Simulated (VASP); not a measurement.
# BaF2 (Fm-3m) in VASP: further runs, part 2 of 2

VASP 6.6.1. Earlier steps stand in the parts before.

**3. Single point, PBE**

This run uses another cell than the first one, of 20.29 Å³/atom.

Input file INCAR:

```
PREC     = Accurate       # precision mode
ENCUT    = 600            # plane-wave cutoff, eV
EDIFF    = 1E-6           # SCF threshold, eV
ISMEAR   = -1             # smearing method
SIGMA    = 0.02           # smearing width, eV
LREAL    = False          # projectors in reciprocal space
LASPH    = True           # aspherical terms in the spheres
NELM     = 120            # most SCF steps
ALGO     = Normal         # electronic algorithm
ISIF     = 2              # what is computed and relaxed
LWAVE    = False          # write WAVECAR
LCHARG   = False          # write CHGCAR
GGA      = PE             # functional
NBANDS   = 19             # bands
GGA_COMPAT= False
```

Input file KPOINTS:

```
Automatic mesh
0
Gamma
  6 6 6
```

Input file POSCAR:

```
BaF2
1.0
    0.0000000000      3.1223914819      3.1223914819
    3.1223914819      0.0000000000      3.1223914819
    3.1223914819      3.1223914819      0.0000000000
Ba F
1 2
Direct
    0.0000000000      0.0000000000      0.0000000000
    0.2500000000      0.2500000000      0.2500000000
    0.7500000000      0.7500000000      0.7500000000
```

Potentials or basis: VASP PAW PBE potentials, release 64 (Ba_sv, F).

Started as:

```bash
$ cat potpaw_PBE.64/Ba_sv/POTCAR potpaw_PBE.64/F/POTCAR > POTCAR
$ mpirun -np 1 vasp_std > vasp.out
```

OUTCAR:

```text
PREC = Accurate
   ENCUT = 600
   EDIFF = 1E-6
   ISMEAR = -1
   LREAL = False
   LASPH = True
   NELM = 120
   ISIF = 2
   GGA = PE

 ion  position               nearest neighbor table
   1  0.000  0.000  0.000-   3 2.70   3 2.70   3 2.70   2 2.70   3 2.70   2 2.70   2 2.70   2 2.70

   2  0.250  0.250  0.250-   1 2.70   1 2.70   1 2.70   1 2.70
   3  0.750  0.750  0.750-   1 2.70   1 2.70   1 2.70   1 2.70

  LATTYP: Found a face centered cubic cell.
 ALAT       =     6.2447829638

  Lattice vectors:

 A1 = (   0.0000000000,   3.1223914819,   3.1223914819)
 A2 = (   3.1223914819,   0.0000000000,   3.1223914819)
 A3 = (   3.1223914819,   3.1223914819,   0.0000000000)

Analysis of symmetry for initial positions (statically):
=====================================================================
 Subroutine PRICEL returns:
 Original cell was already a primitive cell.

 Routine SETGRP: Setting up the symmetry group for a
 face centered cubic supercell.
[... 154 lines left out ...]
  ---------------------------------------------------
  free energy    TOTEN  =       -17.12795907 eV

  energy without entropy =      -17.12795907  energy(sigma->0) =      -17.12795907

 E-fermi :  -1.6856     XC(G=0):  -8.6024

 val. band max:       -2.1680598507   @ k =  -0.1667   0.1667   0.0000
 cond. band min:       4.5114818538   @ k =   0.0000   0.0000   0.0000
 fundamental gap:      6.6795417045
 Fermi energy:        -1.6855932654

 k-point     1 :       0.0000    0.0000    0.0000
  band No.  band energies     occupation
      1     -25.3157      2.00000
      2     -21.0582      2.00000
      3     -21.0364      2.00000
      4     -10.1824      2.00000
      5     -10.1824      2.00000
      6     -10.1824      2.00000
[... 329 lines left out ...]
      6     -10.1638      2.00000
[... 11 lines left out ...]
     18      12.0652      0.00000
     19      12.2929      0.00000

------------------------ aborting loop because EDIFF is reached ----------------------------------------

  FORCE on cell =-STRESS in cart. coord.  units (eV):
  Direction    XX          YY          ZZ          XY          YZ          ZX
  --------------------------------------------------------------------------------------
  -------------------------------------------------------------------------------------
  Total        0.3596163      0.3596163      0.3596163      0.0000000      0.0000000     -0.0000000
  in kB        9.4636330      9.4636330      9.4636330      0.0000000      0.0000000     -0.0000000
  external PRESSURE =       9.4636330 kB  Pullay stress =       0.0000000 kB

 VOLUME and BASIS-vectors are now :
 -----------------------------------------------------------------------------
  energy-cutoff  :      600.00
  volume of cell :       60.88
      direct lattice vectors                 reciprocal lattice vectors
     0.000000000  3.122391482  3.122391482    -0.160133668  0.160133668  0.160133668
     3.122391482  0.000000000  3.122391482     0.160133668 -0.160133668  0.160133668
     3.122391482  3.122391482  0.000000000     0.160133668  0.160133668 -0.160133668

 POSITION                                       TOTAL-FORCE (eV/Angst)
 -----------------------------------------------------------------------------------
      0.00000      0.00000      0.00000         0.000000      0.000000     -0.000000
      1.56120      1.56120      1.56120         0.000000      0.000000      0.000000
      4.68359      4.68359      4.68359        -0.000000     -0.000000     -0.000000
 -----------------------------------------------------------------------------------
    total drift:                                0.000000      0.000000      0.000000

  FREE ENERGIE OF THE ION-ELECTRON SYSTEM (eV)
  ---------------------------------------------------
  free  energy   TOTEN  =       -17.1279590663 eV

  energy  without entropy=      -17.1279590663  energy(sigma->0) =      -17.12795907
```

stdout:

```text
POSCAR found type information on POSCAR BaF
 POSCAR found :  2 types and       3 ions
 scaLAPACK will be used
 LDA part: xc-table for (Slater+PW92), standard interpolation
 POSCAR, INCAR and KPOINTS ok, starting setup
 FFT: planning ... GRIDC
 FFT: planning ... GRID_SOFT
 FFT: planning ... GRID
 WAVECAR not read
 entering main loop
```

Run time: 24 s. Hardware: 1 thread of Intel Xeon 8259CL, shared host; peak memory 0.21 GiB.

What came out:

* Free energy: -17.1280 eV
* Pressure: 0.9 GPa
* Band gap on the k mesh: 6.68 eV (least direct gap 6.74 eV)

Levels at points of the mesh, in eV from the valence-band top:
| k point | band 8 | band 9 | band 10 | band 11 | band 12 | band 13 | band 14 | band 15 | band 16 | band 17 |
| --- | --- | --- | --- | --- | --- | --- | --- | --- | --- | --- |
| (0.00, 0.00, 0.00) | -1.42 | -1.42 | -0.06 | -0.06 | -0.06 | 6.68 | 9.11 | 9.11 | 11.22 | 11.22 |
| (0.50, 0.00, 0.00) | -1.03 | -0.63 | -0.34 | -0.16 | -0.16 | 8.98 | 9.10 | 9.10 | 9.71 | 11.42 |
| (0.50, 0.50, 0.00) | -0.33 | -0.33 | -0.32 | -0.32 | -0.10 | 7.21 | 8.90 | 10.54 | 11.78 | 11.78 |

Caveat: spin-orbit coupling is left out, which moves the levels of the heavy elements.

**4. Single point, PBE**

This run uses another cell than the first one: it holds 48 atoms, not 3.

Input file INCAR:

```
  ALGO = Normal
  EDIFF = 1E-6
  ENCUT = 600
  GGA = PE
  GGA_COMPAT = False
  ISIF = 2
  ISMEAR = 0
  KPAR = 2
  LASPH = True
  LCHARG = True
  LREAL = Auto
  LVHAR = True
  LWAVE = False
  NBANDS = 222
  NCORE = 2
  NELM = 120
  PREC = Accurate
  SIGMA = 0.01
```

Input file KPOINTS:

```
Automatic mesh
0
Gamma
  2 2 2
  0.5 0.5 0.5
```

Input file POSCAR:

```
BaF2
1.0
    6.2447830241     -6.2447830241      6.2447830241
    6.2447830241      6.2447830241     -6.2447830241
   -6.2447830241      6.2447830241      6.2447830241
Ba F
16 32
Direct
    0.7500000000      0.0000000000      0.2500000000
    0.0000000000      0.7500000000      0.2500000000
    0.2500000000      0.5000000000      0.2500000000
    0.5000000000      0.0000000000      0.5000000000
    0.5000000000      0.2500000000      0.2500000000
    0.7500000000      0.7500000000      0.5000000000
    0.0000000000      0.5000000000      0.5000000000
    0.2500000000      0.0000000000      0.7500000000
    0.2500000000      0.2500000000      0.5000000000
    0.5000000000      0.7500000000      0.7500000000
    0.7500000000      0.5000000000      0.7500000000
    0.0000000000      0.0000000000      0.0000000000
    0.0000000000      0.2500000000      0.7500000000
    0.2500000000      0.7500000000      0.0000000000
    0.5000000000      0.5000000000      0.0000000000
    0.7500000000      0.2500000000      0.0000000000
    0.5000000000      0.0000000000      0.2500000000
    0.7500000000      0.7500000000      0.2500000000
    0.0000000000      0.5000000000      0.2500000000
    0.2500000000      0.0000000000      0.5000000000
    0.2500000000      0.2500000000      0.2500000000
    0.5000000000      0.7500000000      0.5000000000
    0.7500000000      0.5000000000      0.5000000000
    0.0000000000      0.0000000000      0.7500000000
    0.0000000000      0.2500000000      0.5000000000
    0.2500000000      0.7500000000      0.7500000000
    0.5000000000      0.5000000000      0.7500000000
    0.7500000000      0.0000000000      0.0000000000
    0.7500000000      0.2500000000      0.7500000000
    0.0000000000      0.7500000000      0.0000000000
    0.2500000000      0.5000000000      0.0000000000
    0.5000000000      0.2500000000      0.0000000000
    0.0000000000      0.5000000000      0.7500000000
    0.2500000000      0.2500000000      0.7500000000
    0.5000000000      0.0000000000      0.7500000000
    0.7500000000      0.5000000000      0.0000000000
    0.7500000000      0.7500000000      0.7500000000
    0.0000000000      0.2500000000      0.0000000000
    0.2500000000      0.0000000000      0.0000000000
    0.5000000000      0.5000000000      0.2500000000
    0.5000000000      0.7500000000      0.0000000000
    0.7500000000      0.2500000000      0.2500000000
    0.0000000000      0.0000000000      0.2500000000
    0.2500000000      0.5000000000      0.5000000000
    0.2500000000      0.7500000000      0.2500000000
    0.5000000000      0.2500000000      0.5000000000
    0.7500000000      0.0000000000      0.5000000000
    0.0000000000      0.7500000000      0.5000000000
```

Started as:

```bash
$ cat potpaw_PBE.64/Ba_sv/POTCAR potpaw_PBE.64/F/POTCAR > POTCAR
$ mpirun -np 4 vasp_std > vasp.out
```

Wall time 3.9 min (4 MPI ranks of Intel Xeon 6975P-C (Granite Rapids), shared host); peak memory 0.85 GiB.

Results (log left out):

```
Free energy            : -274.0538 eV
Pressure               : 1.0 GPa
Band gap on the k mesh : 7.14 eV
```

Levels at points of the mesh, in eV from the valence-band top:
```tsv
k point	band 190	band 191	band 192	band 193	band 194	band 195
(0.25, 0.25, 0.25)	-0.11	-0.11	-0.11	7.74	7.74	7.74
```

Caveat: spin-orbit coupling is left out, which moves the levels of the heavy elements; a shifted mesh leaves out Γ, where band edges can lie.

**5. Summary**

| cell | k mesh | smearing | gap on the mesh (eV) | pressure (GPa) |
| --- | --- | --- | --- | --- |
| a = 4.402 Å, angles 60.0°, 3 atoms, atomic positions A | 6 × 6 × 6 | gaussian 0.1 eV | 6.72 | 1.5 |
| a = 4.416 Å, angles 60.0°, 3 atoms, atomic positions A | 6 × 6 × 6 | fermi-dirac 0.02 eV | 6.68 | 0.9 |
| a = 10.816 Å, angles 109.5°, 48 atoms, atomic positions B | 2 × 2 × 2, shifted | gaussian 0.01 eV | 7.14 | 1.0 |

Alike in all rows: task single point; level PBE; potentials or basis VASP PAW PBE potentials, release 64 (Ba_sv, F); no spin polarisation; cutoff (eV) 600.

Caveats: spin-orbit coupling is left out, which moves the levels of the heavy elements; a shifted mesh leaves out Γ, where band edges can lie (at least some runs).

Total energies depend on the potentials used, so only differences within one code and one set of settings carry meaning.
